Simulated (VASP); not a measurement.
A run of VASP 6.6.1 is set up as follows.

File INCAR:

```
SYSTEM = P
PREC = Accurate
ENCUT = 520
EDIFF = 1E-7
ISMEAR = 0
SIGMA = 0.02
LREAL = .False.
LASPH = .True.
NELM = 60
ALGO = Normal
ISIF = 2
LWAVE = .False.
LCHARG = .True.
LDIPOL = .True.
IDIPOL = 3
DIPOL = 0.5 0.5 0.500
GGA = PE
IVDW = 12
LELF = .True.
LVHAR = .True.
LVACPOTAV = .True.
NBANDS = 12
```

KPOINTS

```
Automatic mesh
0
Gamma
  9 9 1
  0 0 0
```

The input POSCAR:

```
P
1.0
    3.2610000000      0.0000000000      0.0000000000
   -1.6305000000      2.8241088418      0.0000000000
    0.0000000000      0.0000000000     28.0000000000
P
2
Direct
    0.3333333333      0.6666666667      0.5190535714
    0.6666666667      0.3333333333      0.4809464286
```

Potentials or basis: VASP PAW PBE potentials, release 64 (P).

Launch:

```sh
$ cat potpaw_PBE.64/P/POTCAR > POTCAR
$ mpirun -np 1 vasp_std > vasp.out
```

Predict the band gap on the k mesh.

0.97 eV, indirect (least direct gap 1.54 eV).

What does it give for the dispersion energy per atom?

-0.215 eV.

What does it give for the ionisation potential of the upper face?

5.98 eV.

Predict the largest force.

2.904 eV/Å.

Forces on the atoms (eV/Å):
```
P    0.000  0.000  2.904
P    0.000  0.000 -2.904
```
